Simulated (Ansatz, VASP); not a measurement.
**Ba: VASP beside Ansatz**

```xyz
1
Lattice="-2.5125 2.5125 2.5125 2.5125 -2.5125 2.5125 2.5125 2.5125 -2.5125" Properties=species:S:1:pos:R:3 pbc="T T T"
Ba    0.0000    0.0000    0.0000
```

Alike in both runs: task single point; functional LDA; k mesh 6 × 6 × 6; occupations gaussian, width 0.1 eV; no spin polarisation.

```csv
,VASP,Ansatz
version,VASP 6.6.1,Ansatz 0.2.0
potentials or method,"VASP PAW LDA potentials, release 64 (Ba_sv), cutoff 520 eV","scalar-relativistic, plane waves, PAW"
valence electrons in the cell,10,10
```

|  | VASP | Ansatz | Ansatz less VASP |
| --- | --- | --- | --- |
| gap on the k mesh at the Fermi level (eV) | none | none | - |
| pressure (GPa) | -1.2 | -1.2 | -0.07 |

Ansatz warns that its potentials were made for another functional, while VASP's fit it. LDA's correlation is that of Perdew and Zunger in VASP and of Perdew and Wang (1992) in Ansatz. A gap of «none» marks a metal or a gap that the smearing closes.

Neither program's run includes spin-orbit coupling.
